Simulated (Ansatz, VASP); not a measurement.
**Cs: VASP beside Ansatz**

File INCAR:

```
SYSTEM = Cs
PREC     = Accurate       ! precision mode
ENCUT    = 520            ! plane-wave cutoff, eV
EDIFF    = 1E-7           ! SCF threshold, eV
ISMEAR   = 0              ! smearing method
SIGMA    = 0.1            ! smearing width, eV
LREAL    = .False.        ! projectors in reciprocal space
LASPH    = .True.         ! aspherical terms in the spheres
NELM     = 80             ! most SCF steps
ALGO     = Fast           ! electronic algorithm
ISIF     = 2              ! what is computed and relaxed
LWAVE    = .False.        ! write WAVECAR
LCHARG   = .False.        ! write CHGCAR
GGA      = PE             ! functional
NBANDS   = 16             ! bands
```

File KPOINTS:

```
regular mesh
0
Gamma
  9 9 6
  0 0 0
```

The input POSCAR:

```
Cs
1.0
    5.4158488012      0.0000000000      0.0000000000
   -2.7079244006      4.6902626449      0.0000000000
    0.0000000000      0.0000000000      8.7304679049
Cs
2
Direct
    0.3333333300      0.6666666700      0.2500000000
    0.6666666700      0.3333333300      0.7500000000
```

Input for Ansatz:

```yaml
crystal:
  lattice:
    - [5.4158488012, 0.0, 0.0]
    - [-2.7079244006, 4.6902626449, 0.0]
    - [0.0, 0.0, 8.7304679049]
  atoms:
    - { symbol: Cs, position: [0.33333333, 0.66666667, 0.25] }
    - { symbol: Cs, position: [0.66666667, 0.33333333, 0.75] }
basis:
  ecutwfc: 420
kpoints:
  mp_grid: { grid: [9, 9, 6] }
hamiltonian:
  xc: pbe
scf:
  occupations: { method: gaussian, width: 0.1 }
output:
  forces: true
  stress: true
  eigenvalues: true
```

Alike in both runs: task single point; functional PBE; k mesh 9 × 9 × 6; occupations gaussian, width 0.1 eV; no spin polarisation.

|  | VASP | Ansatz |
| --- | --- | --- |
| version | VASP 6.6.1 | Ansatz 0.2.0 |
| potentials or method | VASP PAW PBE potentials, release 64 (Cs_sv), cutoff 520 eV | scalar-relativistic, plane waves, PAW |
| valence electrons in the cell | 18 | 18 |

```csv
,VASP,Ansatz,Ansatz less VASP
gap on the k mesh at the Fermi level (eV),none,none,-
pressure (GPa),0.1,0.1,+0.01
```

A gap of «none» marks a metal or a gap that the smearing closes.

Spin-orbit coupling is off throughout.
